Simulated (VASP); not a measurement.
Runs of VASP 6.6.1 on TiO2. The structure is that of space group P4_2/mnm (No. 136), or close to it. The cells are those of the table. 

```tsv
task	level	cell	cutoff (eV)	gap on the mesh (eV)	pressure (GPa)	largest force (eV/Å)
single point	r2SCAN	a = 4.654, b = 4.654, c = 2.968 Å, 6 atoms	520	2.21	-5.1	0.04
single point	r2SCAN+D3(BJ)	a = 4.597, b = 4.597, c = 2.954 Å, 6 atoms	660	2.23	-0.8	0.03
single point	r2SCAN	a = 4.654, b = 4.654, c = 2.968 Å, 6 atoms	660	2.21	(b)	0.03
single point	r2SCAN	a = 4.711, b = 4.711, c = 2.981 Å, 6 atoms	520	2.21	(a)	0.06
single point	r2SCAN	a = 4.597, b = 4.597, c = 2.954 Å, 6 atoms	520	2.23	1.3	0.04
single point	r2SCAN	a = 4.597, b = 4.597, c = 2.954 Å, 6 atoms	660	2.23	1.0	0.03
relaxation of cell and atoms	r2SCAN	relaxed from a = 4.592, b = 4.592, c = 2.957 Å, 6 atoms	600	2.21	0.0	-
```

Alike in all rows: potentials or basis VASP PAW PBE potentials, release 64 (Ti_sv, O); no spin polarisation; k mesh 6 × 6 × 10; smearing gaussian 0.02 eV.

Question: Fill in the values left out.

Answer: (a) -10.3; (b) -5.4.

Caveats: the PAW data sets were made with another functional, which shifts forces and pressure a little; three body term missing (some runs).

A k mesh can miss the band edges.
